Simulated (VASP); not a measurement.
# Ge (I4_1/amd) in VASP: notebook, part 2 of 2

VASP 6.6.1. The steps go on from the part before.

### Step 3. Single point, PBE (volume scaled by 0.94)

File INCAR:

```
PREC = Accurate ; ENCUT = 520
EDIFF = 1E-6 ; ISMEAR = -1
SIGMA = 0.05 ; LREAL = F
LASPH = T ; NELM = 80
ALGO = Normal ; ISIF = 2
LWAVE = F ; LCHARG = F
GGA = PE ; NBANDS = 21
```

File KPOINTS:

```
regular mesh
0
Gamma
  11 11 11
```

File POSCAR:

```
Ge
1.0
   -2.5219343658      2.5219343658      1.3688860134
    2.5219343658     -2.5219343658      1.3688860134
    2.5219343658      2.5219343658     -1.3688860134
Ge
2
Direct
    0.5000000000      0.5000000000      0.0000000000
    0.2500000000      0.7500000000      0.5000000000
```

Potentials or basis: VASP PAW PBE potentials, release 64 (Ge_d).

Started as:

```bash
$ cat potpaw_PBE.64/Ge_d/POTCAR > POTCAR
$ mpirun -np 1 vasp_std > vasp.out
```

OUTCAR:

```text
PREC = Accurate
   ENCUT = 520
   EDIFF = 1E-6
   ISMEAR = -1
   LREAL = F
   LASPH = T
   NELM = 80
   ISIF = 2
   GGA = PE

 ion  position               nearest neighbor table
   1  0.500  0.500  0.000-   2 2.61   2 2.61   2 2.61   2 2.61
   2  0.250  0.750  0.500-   1 2.61   1 2.61   1 2.61   1 2.61

  LATTYP: Found a body centered tetragonal cell.
 ALAT       =     5.0438687316
 C/A-ratio  =     0.5427920853

  Lattice vectors:

 A1 = (  -2.5219343658,   2.5219343658,   1.3688860134)
 A2 = (   2.5219343658,  -2.5219343658,   1.3688860134)
 A3 = (   2.5219343658,   2.5219343658,  -1.3688860134)

Analysis of symmetry for initial positions (statically):
=====================================================================
 Subroutine PRICEL returns:
 Original cell was already a primitive cell.

 Routine SETGRP: Setting up the symmetry group for a
 body centered tetragonal supercell.

 Subroutine GETGRP returns: Found 16 space group operations
 (whereof  8 operations were pure point group operations)
 out of a pool of 16 trial point group operations.

The static configuration has the point symmetry D_2d.
 The point group associated with its full space group is D_4h.

Analysis of symmetry for dynamics (positions and initial velocities):
=====================================================================
 Subroutine PRICEL returns:
 Original cell was already a primitive cell.

 Routine SETGRP: Setting up the symmetry group for a
 body centered tetragonal supercell.

 Subroutine GETGRP returns: Found 16 space group operations
 (whereof  8 operations were pure point group operations)
 out of a pool of 16 trial point group operations.

The dynamic configuration has the point symmetry D_2d.
 The point group associated with its full space group is D_4h.

 Subroutine INISYM returns: Found 16 space group operations
 (whereof  8 operations are pure point group operations),
 and found     1 'primitive' translations
[... 103 lines left out ...]
   POTIM  = 0.5000    time-step for ionic-motion
   TEBEG  =    0.0;   TEEND  =   0.0 temperature during run
   PSTRESS=    0.0 pullay stress
   NELECT =      28.0000    total number of electrons
   NUPDOWN=      -1.0000    fix difference up-down
   EMIN   =  10.00;   EMAX   =-10.00  energy-range for DOS
   EFERMI =   0.00;   METHOD = LEGACY
   ISMEAR =    -1;   SIGMA  =   0.05  broadening in eV -4-tet -1-fermi 0-gaus
   EFERMI_NEDOS =   21; number of points for ismear=-14 and -15
   IALGO  =     38    algorithm
   IMIX   =      4    mixing-type and parameters
     AMIX     =   0.40;   BMIX     =  1.00
     AMIX_MAG =   1.60;   BMIX_MAG =  1.00
  volume/ion in A,a.u.               =      17.41       117.51
  Fermi-wavevector in a.u.,A,eV,Ry     =   1.522285  2.876701 31.529472  2.317351
  Thomas-Fermi vector in A             =   2.630885
   LORBIT       =      0    0 simple, 1 ext, 2 COOP (PROOUT), +10 PAW based schemes
   GGA     = PE    functional components
   LHFCALC =     F    Hartree Fock is set to
   AEXX    =    0.0000 exact exchange contribution
   IVDW    =     0    specifies the selected vdW correction
   LEPSILON=     F    determine dielectric tensor
   LRPA    =     F    only Hartree local field effects (RPA)
 non-spin polarized calculation
  energy-cutoff  :      520.00
  volume of cell :       34.83
 maximum number of plane-waves:       953
   NGX = 15   NGY = 15   NGZ = 15

 number of electron      27.9999990 magnetization

 Free energy of the ion-electron system (eV)
  ---------------------------------------------------
  ext. energy  EPLUGINS =         0.00000000
  ---------------------------------------------------
  free energy    TOTEN  =        -8.48118148 eV

  energy without entropy =       -8.47368687  energy(sigma->0) =       -8.47743417

 E-fermi :   7.5654     XC(G=0): -11.6362

 val. band max:        7.5411790232   @ k =  -0.1818  -0.4545   0.0909
 cond. band min:       7.5716395950   @ k =  -0.4545   0.4545   0.0000
 fundamental gap:      0.0304605718
 Fermi energy:         7.5654174647

 k-point     1 :       0.0000    0.0000    0.0000
  band No.  band energies     occupation
      1     -17.3171      2.00000
      2     -17.2640      2.00000
      3     -17.2309      2.00000
      4     -17.2280      2.00000
      5     -17.0999      2.00000
      6     -17.0999      2.00000
[... 565 lines left out ...]
     20      20.0799      0.00000
     21      20.5841      0.00000

 [... further k-points ...]
[... 5 lines left out ...]
  --------------------------------------------------------------------------------------
  -------------------------------------------------------------------------------------
  Total        1.9338205      1.9338205      1.9060063      0.0000000      0.0000000      0.0000000
  in kB       88.9676052     88.9676052     87.6879830      0.0000000      0.0000000      0.0000000
  external PRESSURE =      88.5410645 kB  Pullay stress =       0.0000000 kB

 VOLUME and BASIS-vectors are now :
 -----------------------------------------------------------------------------
  energy-cutoff  :      520.00
  volume of cell :       34.83
      direct lattice vectors                 reciprocal lattice vectors
    -2.521934366  2.521934366  1.368886013     0.000000000  0.198260513  0.365260508
     2.521934366 -2.521934366  1.368886013     0.198260513  0.000000000  0.365260508
     2.521934366  2.521934366 -1.368886013     0.198260513  0.198260513  0.000000000

 POSITION                                       TOTAL-FORCE (eV/Angst)
 -----------------------------------------------------------------------------------
      0.00000      0.00000      1.36889        -0.000000      0.000000     -0.000000
      2.52193      0.00000      0.68444         0.000000     -0.000000      0.000000
 -----------------------------------------------------------------------------------
    total drift:                                0.000000     -0.000000      0.000000

  FREE ENERGIE OF THE ION-ELECTRON SYSTEM (eV)
  ---------------------------------------------------
  free  energy   TOTEN  =        -8.4811814781 eV

  energy  without entropy=       -8.4736868673  energy(sigma->0) =       -8.47743417
```

OSZICAR:

```text
N       E                     dE             d eps       ncg     rms          rms(c)
DAV:   1     0.175094157885E+03    0.17509E+03   -0.14014E+04  6004   0.392E+03
DAV:   2     0.146386925631E+02   -0.16046E+03   -0.15531E+03  5317   0.594E+02
DAV:   3    -0.789197115521E+01   -0.22531E+02   -0.22337E+02  6010   0.131E+02
DAV:   4    -0.849559384935E+01   -0.60362E+00   -0.60320E+00  6020   0.252E+01
DAV:   5    -0.850412397970E+01   -0.85301E-02   -0.85299E-02  5919   0.322E+00    0.236E+00
DAV:   6    -0.848885082391E+01    0.15273E-01   -0.17140E-02  7252   0.234E+00    0.134E+00
DAV:   7    -0.848135930980E+01    0.74915E-02   -0.13122E-02  7160   0.178E+00    0.112E-01
DAV:   8    -0.848117938678E+01    0.17992E-03   -0.20554E-03  6768   0.834E-01    0.422E-02
DAV:   9    -0.848118239885E+01   -0.30121E-05   -0.66497E-05  6869   0.123E-01    0.126E-02
DAV:  10    -0.848118147808E+01    0.92077E-06   -0.34052E-06  5452   0.214E-02
   1 F= -.84811815E+01 E0= -.84774342E+01  d E =-.749461E-02
```

stdout:

```text
POSCAR found type information on POSCAR Ge
 POSCAR found :  1 types and       2 ions
 scaLAPACK will be used
 LDA part: xc-table for (Slater+PW92), standard interpolation
 POSCAR, INCAR and KPOINTS ok, starting setup
 FFT: planning ... GRIDC
 FFT: planning ... GRID_SOFT
 FFT: planning ... GRID
 WAVECAR not read
 entering main loop
```

Wall time 30 s (1 thread of Intel Xeon Platinum 8559C (Emerald Rapids), shared host); peak memory 0.2 GiB.

What came out:

| Quantity | Value |
| --- | --- |
| Free energy | -8.4812 eV |
| Pressure | 8.9 GPa |
| Band gap on the k mesh | zero (band 14 reaches 9.43 eV, above the bottom of band 15 at 4.29 eV) |
